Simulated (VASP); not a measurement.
# As (P-1) in VASP: notebook, part 2 of 2

VASP 6.6.1. The steps go on from the part before.

### 3 Single point, LDA

File INCAR:

```
PREC = Accurate
ENCUT = 520
EDIFF = 1E-7
ISMEAR = 0
SIGMA = 0.05
LREAL = F
LASPH = T
NELM = 60
ALGO = Normal
ISIF = 2
LWAVE = F
LCHARG = F
GGA = CA
NBANDS = 8
```

File KPOINTS:

```
Automatic mesh
0
Gamma
  11 11 11
```

File POSCAR:

```
As
1.0
    2.7100410000     -0.0173790000     -0.0118580000
   -0.0173790000      2.7297000000      0.0332640000
   -0.0118580000      0.0332640000      2.6721930000
As
1
Direct
    0.4843510000      0.5055250000      0.4963750000
```

Potentials or basis: VASP PAW LDA potentials, release 64 (As).

On the command line:

```console
cat potpaw_LDA.64/As/POTCAR > POTCAR
mpirun -np 1 vasp_std > vasp.out
```

OUTCAR:

```text
PREC = Accurate
   ENCUT = 520
   EDIFF = 1E-7
   ISMEAR = 0
   LREAL = F
   LASPH = T
   NELM = 60
   ISIF = 2
   GGA = CA

 ion  position               nearest neighbor table
   1  0.484  0.506  0.496-

  LATTYP: Found a triclinic cell.
 ALAT       =     2.7299579875
 B/A-ratio  =     1.3820344370
 C/A-ratio  =     0.9927342026
 COS(alpha) =     0.0029859213
 COS(beta)  =     0.0128311730
 COS(gamma) =     0.7061052128

  Lattice vectors:

[... 445 lines left out ...]
      6      19.2385      0.00000
      7      21.8089      0.00000
      8      22.3606      0.00000

 [... further k-points ...]

------------------------ aborting loop because EDIFF is reached ----------------------------------------

  FORCE on cell =-STRESS in cart. coord.  units (eV):
  Direction    XX          YY          ZZ          XY          YZ          ZX
  --------------------------------------------------------------------------------------
  -------------------------------------------------------------------------------------
  Total       -0.2148932     -0.3204726     -0.1966092      0.0529899     -0.0989809      0.0321786
  in kB      -17.4207322    -25.9797293    -15.9385023      4.2957283     -8.0240750      2.6086231
  external PRESSURE =     -19.7796546 kB  Pullay stress =       0.0000000 kB

 VOLUME and BASIS-vectors are now :
 -----------------------------------------------------------------------------
  energy-cutoff  :      520.00
  volume of cell :       19.76
      direct lattice vectors                 reciprocal lattice vectors
     2.710041000 -0.017379000 -0.011858000     0.369020086  0.002329814  0.001608544
    -0.017379000  2.729700000  0.033264000     0.002329814  0.366410913 -0.004550819
    -0.011858000  0.033264000  2.672193000     0.001608544 -0.004550819  0.374288254

 POSITION                                       TOTAL-FORCE (eV/Angst)
 -----------------------------------------------------------------------------------
      1.29794      1.38803      1.33748        -0.000000      0.000000     -0.000000
 -----------------------------------------------------------------------------------
    total drift:                                0.000003      0.000003     -0.000002

  FREE ENERGIE OF THE ION-ELECTRON SYSTEM (eV)
  ---------------------------------------------------
  free  energy   TOTEN  =        -5.2893398839 eV

  energy  without entropy=       -5.2885317984  energy(sigma->0) =       -5.28893584
```

OSZICAR:

```text
N       E                     dE             d eps       ncg     rms          rms(c)
DAV:   1     0.771107232806E+01    0.77111E+01   -0.20545E+03 10760   0.456E+02
DAV:   2    -0.513888676123E+01   -0.12850E+02   -0.12459E+02 14120   0.602E+01
DAV:   3    -0.529568610218E+01   -0.15680E+00   -0.15495E+00 12248   0.918E+00
DAV:   4    -0.529587647168E+01   -0.19037E-03   -0.19037E-03 16352   0.356E-01
DAV:   5    -0.529587657798E+01   -0.10630E-06   -0.10591E-06 12376   0.509E-03    0.231E+00
DAV:   6    -0.529178565961E+01    0.40909E-02   -0.41277E-04 13856   0.149E-01    0.136E+00
DAV:   7    -0.528933137522E+01    0.24543E-02   -0.10188E-03 11672   0.231E-01    0.612E-02
DAV:   8    -0.528933947919E+01   -0.81040E-05   -0.13419E-05 15984   0.263E-02    0.763E-03
DAV:   9    -0.528933986470E+01   -0.38551E-06   -0.20566E-07 12432   0.338E-03    0.120E-03
DAV:  10    -0.528933988394E+01   -0.19237E-07   -0.45739E-08 10104   0.115E-03
   1 F= -.52893399E+01 E0= -.52889358E+01  d E =-.808086E-03
```

Run time: 51 s. Hardware: 1 thread of Intel Xeon 8259CL, shared host; peak memory 0.2 GiB.

What came out:

```
Free energy            : -5.2893 eV
Pressure               : -2.0 GPa
Band gap on the k mesh : zero (an odd number of electrons rules out a gap without spin polarisation)
```

Stress tensor (GPa, compression positive):
```
-1.74  0.43  0.26
 0.43 -2.60 -0.80
 0.26 -0.80 -1.59
```

### 4 Single point, PBE

File INCAR:

```
ALGO     = Normal         # electronic algorithm
EDIFF    = 1E-6           # SCF threshold, eV
ENCUT    = 520            # plane-wave cutoff, eV
GGA      = PE             # functional
ISIF     = 2              # what is computed and relaxed
ISMEAR   = 1              # smearing method
LASPH    = T              # aspherical terms in the spheres
LCHARG   = F              # write CHGCAR
LREAL    = F              # projectors in reciprocal space
LWAVE    = F              # write WAVECAR
NBANDS   = 8              # bands
NELM     = 80             # most SCF steps
PREC     = Accurate       # precision mode
SIGMA    = 0.05           # smearing width, eV
```

File KPOINTS:

```
k-points
0
Gamma
  11 11 11
```

POSCAR is that of step 3.

Potentials or basis: VASP PAW PBE potentials, release 64 (As).

On the command line:

```console
cat potpaw_PBE.64/As/POTCAR > POTCAR
mpirun -np 1 vasp_std > vasp.out
```

OUTCAR:

```text
EDIFF = 1E-6
   ENCUT = 520
   GGA = PE
   ISIF = 2
   ISMEAR = 1
   LASPH = T
   LREAL = F
   NELM = 80
   PREC = Accurate

 ion  position               nearest neighbor table
   1  0.484  0.506  0.496-

  LATTYP: Found a triclinic cell.
 ALAT       =     2.7299579875
 B/A-ratio  =     1.3820344370
 C/A-ratio  =     0.9927342026
 COS(alpha) =     0.0029859213
 COS(beta)  =     0.0128311730
 COS(gamma) =     0.7061052128

  Lattice vectors:

[... 445 lines left out ...]
      6      19.1835      0.00000
      7      21.7786      0.00000
      8      22.3814      0.00000

 [... further k-points ...]

------------------------ aborting loop because EDIFF is reached ----------------------------------------

  FORCE on cell =-STRESS in cart. coord.  units (eV):
  Direction    XX          YY          ZZ          XY          YZ          ZX
  --------------------------------------------------------------------------------------
  -------------------------------------------------------------------------------------
  Total        0.4357432      0.3055047      0.4568209      0.0554112     -0.0969551      0.0294632
  in kB       35.3243640     24.7663277     37.0330663      4.4920185     -7.8598517      2.3884929
  external PRESSURE =      32.3745860 kB  Pullay stress =       0.0000000 kB

 VOLUME and BASIS-vectors are now :
 -----------------------------------------------------------------------------
  energy-cutoff  :      520.00
  volume of cell :       19.76
      direct lattice vectors                 reciprocal lattice vectors
     2.710041000 -0.017379000 -0.011858000     0.369020086  0.002329814  0.001608544
    -0.017379000  2.729700000  0.033264000     0.002329814  0.366410913 -0.004550819
    -0.011858000  0.033264000  2.672193000     0.001608544 -0.004550819  0.374288254

 POSITION                                       TOTAL-FORCE (eV/Angst)
 -----------------------------------------------------------------------------------
      1.29794      1.38803      1.33748        -0.000000     -0.000000      0.000000
 -----------------------------------------------------------------------------------
    total drift:                                0.000002      0.000002     -0.000003

  FREE ENERGIE OF THE ION-ELECTRON SYSTEM (eV)
  ---------------------------------------------------
  free  energy   TOTEN  =        -4.5254582979 eV

  energy  without entropy=       -4.5254860879  energy(sigma->0) =       -4.52546756
```

OSZICAR:

```text
N       E                     dE             d eps       ncg     rms          rms(c)
DAV:   1     0.823906033938E+01    0.82391E+01   -0.20541E+03 10760   0.456E+02
DAV:   2    -0.437495101105E+01   -0.12614E+02   -0.12223E+02 14184   0.598E+01
DAV:   3    -0.452114304136E+01   -0.14619E+00   -0.14456E+00 12176   0.887E+00
DAV:   4    -0.452130423552E+01   -0.16119E-03   -0.16119E-03 16432   0.329E-01
DAV:   5    -0.452130431494E+01   -0.79426E-07   -0.79965E-07 12304   0.438E-03    0.214E+00
DAV:   6    -0.452356327988E+01   -0.22590E-02   -0.58269E-04 13200   0.194E-01    0.127E+00
DAV:   7    -0.452539870256E+01   -0.18354E-02   -0.16678E-03 11424   0.316E-01    0.799E-02
DAV:   8    -0.452545587585E+01   -0.57173E-04   -0.60934E-05 14176   0.576E-02    0.462E-03
DAV:   9    -0.452545791398E+01   -0.20381E-05   -0.17259E-06 13216   0.930E-03    0.208E-03
DAV:  10    -0.452545829786E+01   -0.38388E-06   -0.53917E-07 12648   0.473E-03
   1 F= -.45254583E+01 E0= -.45254676E+01  d E =0.277900E-04
```

stdout:

```text
POSCAR found type information on POSCAR As
 POSCAR found :  1 types and       1 ions
 scaLAPACK will be used
 LDA part: xc-table for (Slater+PW92), standard interpolation
 POSCAR, INCAR and KPOINTS ok, starting setup
 FFT: planning ... GRIDC
 FFT: planning ... GRID_SOFT
 FFT: planning ... GRID
 WAVECAR not read
 entering main loop
```

Run time: 44 s. Hardware: 1 thread of Intel Xeon 8259CL, shared host; peak memory 0.21 GiB.

Results:

```yaml
Free_energy: -4.5255 eV
Pressure: 3.2 GPa
Band_gap_on_the_k_mesh: zero (an odd number of electrons rules out a gap without spin polarisation)
```

Stress tensor (GPa, compression positive):
```
 3.53  0.45  0.24
 0.45  2.48 -0.79
 0.24 -0.79  3.70
```

Levels at points of the mesh, in eV from the Fermi level:
| k point | band 1 | band 2 | band 3 | band 4 | band 5 | band 6 |
| --- | --- | --- | --- | --- | --- | --- |
| (0.00, 0.00, 0.00) | -14.92 | 3.89 | 4.14 | 4.65 | 8.41 | 8.67 |

Caveat: the cell stands under pressure.

### 5 Summary

| level | potentials or basis | k mesh | smearing | gap on the mesh (eV) | pressure (GPa) |
| --- | --- | --- | --- | --- | --- |
| PBE | VASP PAW PBE potentials, release 64 (As) | 9 × 9 × 9 | methfessel-paxton 0.05 eV | none | 2.0 |
| LDA | VASP PAW LDA potentials, release 64 (As) | 11 × 11 × 11 | gaussian 0.05 eV | none | -2.0 |
| PBE | VASP PAW PBE potentials, release 64 (As) | 11 × 11 × 11 | methfessel-paxton 0.05 eV | none | 3.2 |

Alike in all rows: task single point; no spin polarisation; cell as given; cutoff (eV) 520.

Caveats: the cell stands under pressure (at least some runs).

Total energies depend on the potentials used, so only differences within one code and one set of settings carry meaning.
